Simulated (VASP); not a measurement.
Crystal: F.

```
F
1.0
     4.17235    0.00000    0.00000
    -2.08618    3.61336    0.00000
     0.00000    0.00000    2.58686
F
3
Direct
  0.00000 0.00000 0.00000
  0.33333 0.66667 0.50000
  0.66667 0.33333 0.50000
```

| Quantity | Value |
| --- | --- |
| Program | VASP 6.6.1 |
| Task | relaxation of cell and atoms |
| Functional | PBE |
| Potentials or basis | VASP PAW PBE potentials, release 64 (F) |
| Cutoff | 600 eV |
| k mesh | 10 × 10 × 13 |
| Occupations | fermi-dirac, width 0.05 eV |
| Spin | no spin polarisation |

At the start: pressure -6.8 GPa; volume 13.00 Å³/atom.

Problem. Where does the relaxation end?

Solution. Over 33 steps the energy falls by 185.8 meV/atom and the volume is 10.63 Å³/atom (-18.2 %); space group P6/mmm (No. 191, to 0.05 Å).

The path:
```csv
step,energy change (eV),largest force (eV/Å),pressure (GPa),volume (Å³)
1,0.0000,0.0000,-6.78,39.00
2,-0.1222,0.0000,-6.02,35.98
3,-0.2221,0.0000,5.56,27.85
4,-0.2531,0.0000,-1.64,31.07
5,-0.2581,0.0000,-0.26,30.25
6,-0.2582,0.0000,0.06,30.09
7,-0.2582,0.0000,-0.01,30.11
8,-0.2583,0.0000,-0.10,30.18
9,-0.2588,0.0000,-0.31,30.30
10,-0.2605,0.0000,-0.74,30.56
11,-0.2665,0.0000,-1.50,31.07
12,-0.2860,0.0000,-2.78,32.08
13,-0.3360,0.0000,-4.55,34.05
14,-0.3621,0.0000,-7.58,37.85
15,-0.3689,0.0000,-5.71,35.75
16,-0.3750,0.0000,-6.45,36.68
17,-0.3745,0.0000,-6.16,36.43
18,-0.3749,0.0000,-6.30,36.55
19,-0.3768,0.0000,-6.28,36.52
20,-0.3826,0.0000,-6.19,36.40
21,-0.3940,0.0000,-6.01,36.17
22,-0.4160,0.0000,-5.60,35.72
23,-0.4559,0.0000,-4.85,34.82
24,-0.5160,0.0000,-2.59,33.07
25,-0.5211,0.0000,5.03,29.71
26,-0.5416,0.0000,0.54,31.39
27,-0.5419,0.0000,1.00,31.19
28,-0.5451,0.0000,0.91,31.27
29,-0.5527,0.0000,0.65,31.48
30,-0.5569,0.0000,0.10,31.90
31,-0.5573,0.0000,0.25,31.79
32,-0.5573,0.0000,0.25,31.80
33,-0.5574,0.0000,0.06,31.89
```

Final structure:
```
CELL_PARAMETERS angstrom
3.44701 0.00000 0.00000
-1.72351 2.98520 0.00000
0.00000 0.00000 3.09899
ATOMIC_POSITIONS crystal
F 0.00000 0.00000 0.00000
F 0.33333 0.66667 0.50000
F 0.66667 0.33333 0.50000
```

Caveat: the volume moved by over 15 % at a fixed basis, so the end points are rough; an odd number of electrons without spin polarisation forces a metal; a magnetic or distorted state may lie lower.
